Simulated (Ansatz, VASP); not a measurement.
# WSe2: VASP beside Ansatz

INCAR

```
ALGO     = Normal         # electronic algorithm
EDIFF    = 1E-6           # SCF threshold, eV
ENCUT    = 500            # plane-wave cutoff, eV
GGA      = CA             # functional
GGA_COMPAT= F            
ISIF     = 2              # what is computed and relaxed
ISMEAR   = 0              # smearing method
LASPH    = T              # aspherical terms in the spheres
LCHARG   = F              # write CHGCAR
LREAL    = F              # projectors in reciprocal space
LWAVE    = F              # write WAVECAR
NBANDS   = 64             # bands
NELM     = 120            # most SCF steps
PREC     = Accurate       # precision mode
SIGMA    = 0.1            # smearing width, eV
```

KPOINTS

```
k-points
0
Gamma
  6 6 1
```

POSCAR

```
WSe2
1.0
    3.3178488600      0.0000000000      0.0000000000
   -1.6589244300      2.8733414000      0.0000000000
    0.0000000000      0.0000000000     36.4183073100
W Se
4 8
Direct
    0.6666666700      0.3333333300      0.9061104700
    0.6666666700      0.3333333300      0.2804680000
    0.3333333300      0.6666666700      0.7195320000
    0.3333333300      0.6666666700      0.0938895300
    0.3333333300      0.6666666700      0.9517867400
    0.3333333300      0.6666666700      0.3261068200
    0.6666666700      0.3333333300      0.7652045500
    0.6666666700      0.3333333300      0.1395502000
    0.3333333300      0.6666666700      0.8604498000
    0.3333333300      0.6666666700      0.2347954500
    0.6666666700      0.3333333300      0.6738931800
    0.6666666700      0.3333333300      0.0482132600
```

Input for Ansatz:

```yaml
crystal:
  lattice:
    - [3.31784886, 0.0, 0.0]
    - [-1.65892443, 2.8733414, 0.0]
    - [0.0, 0.0, 36.41830731]
  atoms:
    - { symbol: W, position: [0.66666667, 0.33333333, 0.90611047] }
    - { symbol: W, position: [0.66666667, 0.33333333, 0.280468] }
    - { symbol: W, position: [0.33333333, 0.66666667, 0.719532] }
    - { symbol: W, position: [0.33333333, 0.66666667, 0.09388953] }
    - { symbol: Se, position: [0.33333333, 0.66666667, 0.95178674] }
    - { symbol: Se, position: [0.33333333, 0.66666667, 0.32610682] }
    - { symbol: Se, position: [0.66666667, 0.33333333, 0.76520455] }
    - { symbol: Se, position: [0.66666667, 0.33333333, 0.1395502] }
    - { symbol: Se, position: [0.33333333, 0.66666667, 0.8604498] }
    - { symbol: Se, position: [0.33333333, 0.66666667, 0.23479545] }
    - { symbol: Se, position: [0.66666667, 0.33333333, 0.67389318] }
    - { symbol: Se, position: [0.66666667, 0.33333333, 0.04821326] }
basis:
  ecutwfc: 420
kpoints:
  mp_grid: { grid: [6, 6, 1] }
hamiltonian:
  xc: lda
  pseudopotentials: { kind: paw, azcp: { folder: soft_1 } }
scf:
  occupations: { method: gaussian, width: 0.1 }
output:
  forces: true
  stress: true
  eigenvalues: true
```

Alike in both runs: task single point; functional LDA; k mesh 6 × 6 × 1; occupations gaussian, width 0.1 eV; no spin polarisation.

```csv
,VASP,Ansatz
version,VASP 6.6.1,Ansatz 0.2.0
potentials or method,"VASP PAW LDA potentials, release 64 (W_sv, Se), cutoff 500 eV","scalar-relativistic, plane waves, PAW"
valence electrons in the cell,104,184
```

Ansatz gave:

```
gap on the k mesh at the Fermi level (eV) : 1.24
least direct gap on the mesh (eV)         : 1.46
rms of the force components (eV/Å)        : 0.166
```

Question: Which values does VASP return?

Answer: gap on the k mesh at the Fermi level (eV): 1.23; least direct gap on the mesh (eV): 1.46; rms of the force components (eV/Å): 0.123.

Ansatz warns that its potentials were made for another functional, while VASP's fit it. LDA's correlation is that of Perdew and Zunger in VASP and of Perdew and Wang (1992) in Ansatz. Atom by atom the forces differ by 0.044 eV/Å (rms over components). VASP's potentials hold 104 valence electrons a cell and Ansatz's 184, so a difference there can come from the potentials and not from the codes.

Neither program's run includes spin-orbit coupling.
